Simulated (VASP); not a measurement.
# AlN (F-43m) in VASP: a series of runs

Aim: see how the results for AlN move with the level of theory and the settings. Levels: PBE, r2SCAN. Tasks: single point.

Everything below comes from runs of VASP 6.6.1. Logs are shortened: lines on timing, memory, paths and dates and some standing lists are left out, and cuts for length are marked.

### 1 The cell of the first run

Symmetry: F-43m, No. 216, cubic system. Conventional cell: a = 4.489 Å, b = 4.489 Å, c = 4.489 Å, α = 90.00°, β = 90.00°, γ = 90.00°. Al (site symmetry -43m) has 4 N at 1.94 Å within 2.6 Å. Within 2.6 Å of N (site symmetry -43m) lie 4 Al at 1.94 Å.

### 2 Single point, PBE (volume changed by +6%)

The input, INCAR:

```
ALGO = Normal
EDIFF = 1E-7
ENCUT = 520
GGA = PE
ISIF = 2
ISMEAR = 0
LASPH = T
LCHARG = F
LREAL = F
LWAVE = F
NBANDS = 11
NELM = 100
PREC = Accurate
SIGMA = 0.01
```

The input, KPOINTS:

```
k-points
0
Gamma
  8 8 8
```

The input, POSCAR:

```
AlN
1.0
    0.0000000000      2.2447178264      2.2447178264
    2.2447178264      0.0000000000      2.2447178264
    2.2447178264      2.2447178264      0.0000000000
Al N
1 1
Direct
    0.0000000000      0.0000000000      0.0000000000
    0.2500000000      0.2500000000      0.2500000000
```

Potentials or basis: VASP PAW PBE potentials, release 64 (Al, N).

Command:

```console
cat potpaw_PBE.64/Al/POTCAR potpaw_PBE.64/N/POTCAR > POTCAR
mpirun -np 1 vasp_std > vasp.out
```

OUTCAR:

```text
EDIFF = 1E-7
   ENCUT = 520
   GGA = PE
   ISIF = 2
   ISMEAR = 0
   LASPH = T
   LREAL = F
   NELM = 100
   PREC = Accurate

 ion  position               nearest neighbor table
   1  0.000  0.000  0.000-   2 1.94   2 1.94   2 1.94   2 1.94
   2  0.250  0.250  0.250-   1 1.94   1 1.94   1 1.94   1 1.94

  LATTYP: Found a face centered cubic cell.
 ALAT       =     4.4894356528

  Lattice vectors:

 A1 = (   0.0000000000,   2.2447178264,   2.2447178264)
 A2 = (   2.2447178264,   0.0000000000,   2.2447178264)
 A3 = (   2.2447178264,   2.2447178264,   0.0000000000)

Analysis of symmetry for initial positions (statically):
=====================================================================
 Subroutine PRICEL returns:
 Original cell was already a primitive cell.

 Routine SETGRP: Setting up the symmetry group for a
 face centered cubic supercell.

 Subroutine GETGRP returns: Found 24 space group operations
 (whereof 24 operations were pure point group operations)
 out of a pool of 48 trial point group operations.

The static configuration has the point symmetry T_d .

Analysis of symmetry for dynamics (positions and initial velocities):
=====================================================================
 Subroutine PRICEL returns:
 Original cell was already a primitive cell.

 Routine SETGRP: Setting up the symmetry group for a
 face centered cubic supercell.

 Subroutine GETGRP returns: Found 24 space group operations
 (whereof 24 operations were pure point group operations)
 out of a pool of 48 trial point group operations.

The dynamic configuration has the point symmetry T_d .

 Subroutine INISYM returns: Found 24 space group operations
 (whereof 24 operations are pure point group operations),
 and found     1 'primitive' translations

----------------------------------------------------------------------------------------

                                     Primitive cell

  volume of cell :      22.6212

  direct lattice vectors                    reciprocal lattice vectors
     0.000000000  2.244717826  2.244717826    -0.222745146  0.222745146  0.222745146
     2.244717826  0.000000000  2.244717826     0.222745146 -0.222745146  0.222745146
     2.244717826  2.244717826  0.000000000     0.222745146  0.222745146 -0.222745146

  length of vectors
     3.174510394  3.174510394  3.174510394     0.385805910  0.385805910  0.385805910

  position of ions in fractional coordinates (direct lattice)
     0.000000000  0.000000000  0.000000000
     0.250000000  0.250000000  0.250000000

  ion indices of the primitive-cell ions
   primitive index   ion index
                 1           1
                 2           2

----------------------------------------------------------------------------------------

 KPOINTS: k-points

Automatic generation of k-mesh.
 Grid dimensions read from file:
 generate k-points for:    8    8    8

 Generating k-lattice:

  Cartesian coordinates                     Fractional coordinates (reciprocal lattice)
    -0.027843143  0.027843143  0.027843143     0.125000000  0.000000000  0.000000000
     0.027843143 -0.027843143  0.027843143     0.000000000  0.125000000  0.000000000
     0.027843143  0.027843143 -0.027843143     0.000000000  0.000000000  0.125000000

  Length of vectors
     0.048225739  0.048225739  0.048225739

  Shift w.r.t. Gamma in fractional coordinates (k-lattice)
     0.000000000  0.000000000  0.000000000

 Subroutine IBZKPT returns following result:
 ===========================================

 Found     29 irreducible k-points:

 Following reciprocal coordinates:
            Coordinates               Weight
  0.000000  0.000000  0.000000      1.000000
  0.125000  0.000000  0.000000      8.000000
  0.250000  0.000000  0.000000      8.000000
  0.375000  0.000000  0.000000      8.000000
  0.500000  0.000000  0.000000      4.000000
  0.125000  0.125000  0.000000      6.000000
[... 16 lines left out ...]
  0.500000  0.250000  0.125000     48.000000
 -0.375000  0.250000  0.125000     24.000000
 [... further k-points ...]
[... 50 lines left out ...]
      1      -8.5350      2.00000
      2       2.0784      2.00000
      3       4.9689      2.00000
      4       4.9689      2.00000
      5      10.9847      0.00000
      6      15.4578      0.00000
      7      16.8753      0.00000
      8      16.8753      0.00000
      9      20.8080      0.00000
     10      20.8080      0.00000
     11      21.6381      0.00000

 k-point     4 :       0.3750    0.0000    0.0000
  band No.  band energies     occupation
      1      -7.8398      2.00000
      2       0.4001      2.00000
      3       4.8110      2.00000
      4       4.8110      2.00000
      5      11.6861      0.00000
      6      14.7754      0.00000
      7      16.1570      0.00000
      8      16.1570      0.00000
      9      21.7856      0.00000
     10      22.6264      0.00000
     11      22.6264      0.00000

 k-point     5 :       0.5000    0.0000    0.0000
  band No.  band energies     occupation
      1      -7.4864      2.00000
      2      -0.2990      2.00000
      3       4.7496      2.00000
      4       4.7496      2.00000
      5      11.8633      0.00000
      6      14.5287      0.00000
      7      15.8539      0.00000
      8      15.8539      0.00000
      9      22.1602      0.00000
     10      24.2329      0.00000
     11      24.2329      0.00000
[... 211 lines left out ...]
 k-point    21 :       0.5000    0.5000    0.0000
  band No.  band energies     occupation
      1      -6.9247      2.00000
      2       0.5579      2.00000
      3       3.5332      2.00000
      4       3.5332      2.00000
      5       8.4903      0.00000
      6      13.3305      0.00000
      7      18.1182      0.00000
      8      19.9492      0.00000
      9      19.9492      0.00000
     10      27.0190      0.00000
     11      28.1585      0.00000

 k-point    22 :       0.3750    0.2500    0.1250
  band No.  band energies     occupation
      1      -8.0880      2.00000
      2       1.7801      2.00000
      3       3.8190      2.00000
      4       4.6363      2.00000
      5      11.5503      0.00000
      6      14.9094      0.00000
      7      15.5391      0.00000
      8      17.7595      0.00000
      9      19.0848      0.00000
     10      23.4245      0.00000
     11      25.8836      0.00000

 k-point    23 :       0.5000    0.2500    0.1250
  band No.  band energies     occupation
      1      -7.4930      2.00000
      2       0.8228      2.00000
      3       3.2490      2.00000
      4       4.3284      2.00000
      5      11.9345      0.00000
      6      14.1401      0.00000
      7      15.9702      0.00000
      8      17.4241      0.00000
      9      20.3817      0.00000
     10      23.8263      0.00000
     11      25.8924      0.00000

 k-point    24 :      -0.3750    0.2500    0.1250
  band No.  band energies     occupation
      1      -7.2031      2.00000
      2       0.3642      2.00000
      3       3.0942      2.00000
      4       4.1555      2.00000
      5      12.0544      0.00000
      6      13.7405      0.00000
      7      16.5700      0.00000
      8      17.2193      0.00000
      9      21.3623      0.00000
     10      23.0865      0.00000
     11      26.1129      0.00000

 [... further k-points ...]
[... 5 lines left out ...]
  --------------------------------------------------------------------------------------
  -------------------------------------------------------------------------------------
  Total       -1.4501888     -1.4501888     -1.4501888      0.0000000     -0.0000000      0.0000000
  in kB     -102.7116874   -102.7116874   -102.7116874      0.0000000     -0.0000000      0.0000000
  external PRESSURE =    -102.7116874 kB  Pullay stress =       0.0000000 kB

 VOLUME and BASIS-vectors are now :
 -----------------------------------------------------------------------------
  energy-cutoff  :      520.00
  volume of cell :       22.62
      direct lattice vectors                 reciprocal lattice vectors
     0.000000000  2.244717826  2.244717826    -0.222745146  0.222745146  0.222745146
     2.244717826  0.000000000  2.244717826     0.222745146 -0.222745146  0.222745146
     2.244717826  2.244717826  0.000000000     0.222745146  0.222745146 -0.222745146

 POSITION                                       TOTAL-FORCE (eV/Angst)
 -----------------------------------------------------------------------------------
      0.00000      0.00000      0.00000         0.000000      0.000000      0.000000
      1.12236      1.12236      1.12236        -0.000000     -0.000000     -0.000000
 -----------------------------------------------------------------------------------
    total drift:                               -0.000000     -0.000000     -0.000000

  FREE ENERGIE OF THE ION-ELECTRON SYSTEM (eV)
  ---------------------------------------------------
  free  energy   TOTEN  =       -14.8039059836 eV

  energy  without entropy=      -14.8039059836  energy(sigma->0) =      -14.80390598
```

Run time: 7.6 s. Hardware: 1 thread of Intel Xeon 8259CL, shared host; peak memory 0.13 GiB.

What came out:

```
Free energy            : -14.8039 eV
Pressure               : -10.3 GPa
Band gap on the k mesh : 3.27 eV, indirect (least direct gap 3.49 eV)
```

Levels at points of the mesh, in eV from the valence-band top:
```tsv
k point	band 2	band 3	band 4	band 5	band 6	band 7
(0.00, 0.00, 0.00)	0.00	0.00	0.00	3.49	11.77	11.77
(0.50, 0.00, 0.00)	-5.52	-0.47	-0.47	6.64	9.31	10.63
(0.50, 0.50, 0.00)	-4.66	-1.69	-1.69	3.27	8.11	12.90
```

Caveat: the cell differs from its parent crystal (volume changed by +6%). A k mesh can miss the band edges.

### 3 Single point, PBE

This run uses another cell than the first one, of 10.43 Å³/atom, 0.922 times its volume.

The input, INCAR:

```
SYSTEM = AlN
PREC = Accurate
ENCUT = 520
EDIFF = 1E-6
ISMEAR = 0
SIGMA = 0.01
LREAL = .FALSE.
LASPH = .TRUE.
NELM = 100
ALGO = Normal
ISIF = 2
LWAVE = .FALSE.
LCHARG = .TRUE.
GGA = PE
LELF = .TRUE.
LVHAR = .TRUE.
NBANDS = 11
```

The input, KPOINTS:

```
regular mesh
0
G
  10 10 10
  0 0 0
```

The input, POSCAR:

```
AlN
1.0
    0.0000000000      2.1848764218      2.1848764218
    2.1848764218      0.0000000000      2.1848764218
    2.1848764218      2.1848764218      0.0000000000
Al N
1 1
Direct
    0.0000000000      0.0000000000      0.0000000000
    0.2500000000      0.2500000000      0.2500000000
```

Potentials or basis: VASP PAW PBE potentials, release 64 (Al, N).

Command:

```console
cat potpaw_PBE.64/Al/POTCAR potpaw_PBE.64/N/POTCAR > POTCAR
mpirun -np 1 vasp_std > vasp.out
```

Run time: 10 s. Hardware: 1 thread of Intel Xeon 8259CL, shared host; peak memory 0.13 GiB.

The run converged. Its results:

```yaml
Free_energy: -14.8412 eV
Pressure: 4.3 GPa
Band_gap_on_the_k_mesh: 3.32 eV, indirect (least direct gap 4.19 eV)
```

Levels at points of the mesh, in eV from the valence-band top:
| k point | band 1 | band 2 | band 3 | band 4 | band 5 | band 6 | band 7 | band 8 | band 9 |
| --- | --- | --- | --- | --- | --- | --- | --- | --- | --- |
| (0.00, 0.00, 0.00) | -14.97 | 0.00 | 0.00 | 0.00 | 4.19 | 12.55 | 12.55 | 12.55 | 17.68 |
| (0.50, 0.00, 0.00) | -12.93 | -5.85 | -0.48 | -0.48 | 7.37 | 9.86 | 11.14 | 11.14 | 17.97 |
| (0.50, 0.50, 0.00) | -12.30 | -4.90 | -1.77 | -1.77 | 3.32 | 8.61 | 13.94 | 15.72 | 15.72 |

### 4 Single point, r2SCAN (volume changed by -6%)

The input, POSCAR:

```
AlN
1.0
    0.0000000000      2.1402745920      2.1402745920
    2.1402745920      0.0000000000      2.1402745920
    2.1402745920      2.1402745920      0.0000000000
Al N
1 1
Direct
    0.0000000000      0.0000000000      0.0000000000
    0.2500000000      0.2500000000      0.2500000000
```

The input, INCAR.step1:

```
SYSTEM = AlN
PREC = Accurate ; ENCUT = 520
ISMEAR = 0 ; SIGMA = 0.01
LREAL = .FALSE. ; LASPH = .TRUE.
NELM = 80 ; NBANDS = 11
GGA = PE ; ALGO = Normal
EDIFF = 1E-4 ; LWAVE = .TRUE.
LCHARG = .FALSE.
```

The input, INCAR.step2:

```
SYSTEM = AlN
PREC = Accurate ; ENCUT = 520
EDIFF = 1E-6 ; ISMEAR = 0
SIGMA = 0.01 ; LREAL = .FALSE.
LASPH = .TRUE. ; NELM = 80
ALGO = Normal ; ISIF = 2
LWAVE = .FALSE. ; LCHARG = .FALSE.
METAGGA = R2SCAN ; LMIXTAU = .TRUE.
NBANDS = 11 ; ISTART = 1
```

The input, KPOINTS:

```
regular mesh
0
G
  8 8 8
  0 0 0
```

Command:

```console
cat potpaw_PBE.64/Al/POTCAR potpaw_PBE.64/N/POTCAR > POTCAR
cp INCAR.step1 INCAR
mpirun -np 1 vasp_std > vasp.out
cp INCAR.step2 INCAR
mpirun -np 1 vasp_std > vasp.out
```

Wall time 32 s (1 thread of Intel Xeon 8259CL, shared host); peak memory 0.14 GiB.

It converged, with:

- Free energy: -19.1263 eV
- Pressure: 14.3 GPa
- Band gap on the k mesh: 3.98 eV, indirect (least direct gap 5.47 eV)

Levels at points of the mesh, in eV from the valence-band top:
| k point | band 2 | band 3 | band 4 | band 5 | band 6 | band 7 |
| --- | --- | --- | --- | --- | --- | --- |
| (0.00, 0.00, 0.00) | 0.00 | 0.00 | 0.00 | 5.47 | 14.16 | 14.16 |
| (0.50, 0.00, 0.00) | -6.16 | -0.49 | -0.49 | 8.80 | 11.28 | 12.34 |
| (0.50, 0.50, 0.00) | -5.14 | -1.87 | -1.87 | 3.98 | 9.87 | 16.11 |

Caveat: the cell differs from its parent crystal (volume changed by -6%); the PAW data sets were made with another functional, which shifts forces and pressure a little. A k mesh can miss the band edges.

### 5 Single point, r2SCAN

This run uses another cell than the first one, of 10.43 Å³/atom, 0.922 times its volume.

The input, POSCAR:

```
AlN
1.0
    0.0000000000      2.1848764218      2.1848764218
    2.1848764218      0.0000000000      2.1848764218
    2.1848764218      2.1848764218      0.0000000000
Al N
1 1
Direct
    0.0000000000      0.0000000000      0.0000000000
    0.2500000000      0.2500000000      0.2500000000
```

The input, INCAR.step1:

```
SYSTEM = AlN
PREC = Accurate
ENCUT = 520
ISMEAR = 0
SIGMA = 0.01
LREAL = .False.
LASPH = .True.
NELM = 60
NBANDS = 11
GGA = PE
ALGO = Normal
EDIFF = 1E-4
LWAVE = .True.
LCHARG = .False.
```

The input, INCAR.step2:

```
SYSTEM = AlN
PREC = Accurate
ENCUT = 520
EDIFF = 1E-6
ISMEAR = 0
SIGMA = 0.01
LREAL = .False.
LASPH = .True.
NELM = 60
ALGO = Normal
ISIF = 2
LWAVE = .False.
LCHARG = .False.
METAGGA = R2SCAN
LMIXTAU = .True.
NBANDS = 11
ISTART = 1
```

The input, KPOINTS:

```
regular mesh
0
Gamma
  8 8 8
  0 0 0
```

Command:

```console
cat potpaw_PBE.64/Al/POTCAR potpaw_PBE.64/N/POTCAR > POTCAR
cp INCAR.step1 INCAR
mpirun -np 1 vasp_std > vasp.out
cp INCAR.step2 INCAR
mpirun -np 1 vasp_std > vasp.out
```

Run time: 35 s. Hardware: 1 thread of Intel Xeon 8259CL, shared host; peak memory 0.14 GiB.

The run converged. Its results:

| Quantity | Value |
| --- | --- |
| Free energy | -19.1796 eV |
| Pressure | -0.4 GPa |
| Band gap on the k mesh | 3.93 eV, indirect (least direct gap 4.88 eV) |

Levels at points of the mesh, in eV from the valence-band top:
```tsv
k point	band 2	band 3	band 4	band 5	band 6	band 7
(0.00, 0.00, 0.00)	0.00	0.00	0.00	4.88	13.51	13.51
(0.50, 0.00, 0.00)	-5.89	-0.49	-0.49	8.20	10.82	11.94
(0.50, 0.50, 0.00)	-4.95	-1.81	-1.81	3.93	9.47	15.18
```

Caveat: the PAW data sets were made with another functional, which shifts forces and pressure a little.

### 6 Single point, r2SCAN (volume changed by -3%)

The input, POSCAR:

```
AlN
1.0
    0.0000000000      2.1628054540      2.1628054540
    2.1628054540      0.0000000000      2.1628054540
    2.1628054540      2.1628054540      0.0000000000
Al N
1 1
Direct
    0.0000000000      0.0000000000      0.0000000000
    0.2500000000      0.2500000000      0.2500000000
```

The input, INCAR.step1:

```
SYSTEM = AlN
PREC     = Accurate       ! precision mode
ENCUT    = 520            ! plane-wave cutoff, eV
ISMEAR   = 0              ! smearing method
SIGMA    = 0.01           ! smearing width, eV
LREAL    = .False.        ! projectors in reciprocal space
LASPH    = .True.         ! aspherical terms in the spheres
NELM     = 100            ! most SCF steps
NBANDS   = 11             ! bands
GGA      = PE             ! functional
ALGO     = Normal         ! electronic algorithm
EDIFF    = 1E-4           ! SCF threshold, eV
LWAVE    = .True.         ! write WAVECAR
LCHARG   = .False.        ! write CHGCAR
```

The input, INCAR.step2:

```
SYSTEM = AlN
PREC     = Accurate       ! precision mode
ENCUT    = 520            ! plane-wave cutoff, eV
EDIFF    = 1E-6           ! SCF threshold, eV
ISMEAR   = 0              ! smearing method
SIGMA    = 0.01           ! smearing width, eV
LREAL    = .False.        ! projectors in reciprocal space
LASPH    = .True.         ! aspherical terms in the spheres
NELM     = 100            ! most SCF steps
ALGO     = Normal         ! electronic algorithm
ISIF     = 2              ! what is computed and relaxed
LWAVE    = .False.        ! write WAVECAR
LCHARG   = .False.        ! write CHGCAR
METAGGA  = R2SCAN         ! meta-GGA
LMIXTAU  = .True.       
NBANDS   = 11             ! bands
ISTART   = 1
```

The input, KPOINTS:

```
Automatic mesh
0
Gamma
  8 8 8
  0 0 0
```

Potentials or basis: VASP PAW PBE potentials, release 64 (Al, N).

Command:

```console
cat potpaw_PBE.64/Al/POTCAR potpaw_PBE.64/N/POTCAR > POTCAR
cp INCAR.step1 INCAR
mpirun -np 1 vasp_std > vasp.out
cp INCAR.step2 INCAR
mpirun -np 1 vasp_std > vasp.out
```

Wall time 35 s (1 thread of Intel Xeon 8259CL, shared host); peak memory 0.14 GiB.

The run converged. Its results:

| Quantity | Value |
| --- | --- |
| Free energy | -19.1674 eV |
| Pressure | 6.4 GPa |
| Band gap on the k mesh | 3.96 eV, indirect (least direct gap 5.17 eV) |

Levels at points of the mesh, in eV from the valence-band top:
| k point | band 2 | band 3 | band 4 | band 5 | band 6 | band 7 |
| --- | --- | --- | --- | --- | --- | --- |
| (0.00, 0.00, 0.00) | 0.00 | 0.00 | 0.00 | 5.17 | 13.83 | 13.83 |
| (0.50, 0.00, 0.00) | -6.02 | -0.49 | -0.49 | 8.49 | 11.04 | 12.14 |
| (0.50, 0.50, 0.00) | -5.04 | -1.84 | -1.84 | 3.96 | 9.67 | 15.63 |

Caveat: the cell differs from its parent crystal (volume changed by -3%); the PAW data sets were made with another functional, which shifts forces and pressure a little. A k mesh can miss the band edges.

### 7 The runs side by side

```csv
level,cell,k mesh,gap on the mesh (eV),pressure (GPa)
PBE,"a = 3.175 Å, angles 60.0°, 2 atoms",8 × 8 × 8,3.27,-10.3
PBE,"a = 3.090 Å, angles 60.0°, 2 atoms",10 × 10 × 10,3.32,4.3
r2SCAN,"a = 3.027 Å, angles 60.0°, 2 atoms",8 × 8 × 8,3.98,14.3
r2SCAN,"a = 3.090 Å, angles 60.0°, 2 atoms",8 × 8 × 8,3.93,-0.4
r2SCAN,"a = 3.059 Å, angles 60.0°, 2 atoms",8 × 8 × 8,3.96,6.4
```

Alike in all rows: task single point; potentials or basis VASP PAW PBE potentials, release 64 (Al, N); no spin polarisation; cutoff (eV) 520; smearing gaussian 0.01 eV.

Caveats: the PAW data sets were made with another functional, which shifts forces and pressure a little (some runs).

Total energies depend on the potentials used, so only differences within one code and one set of settings carry meaning.
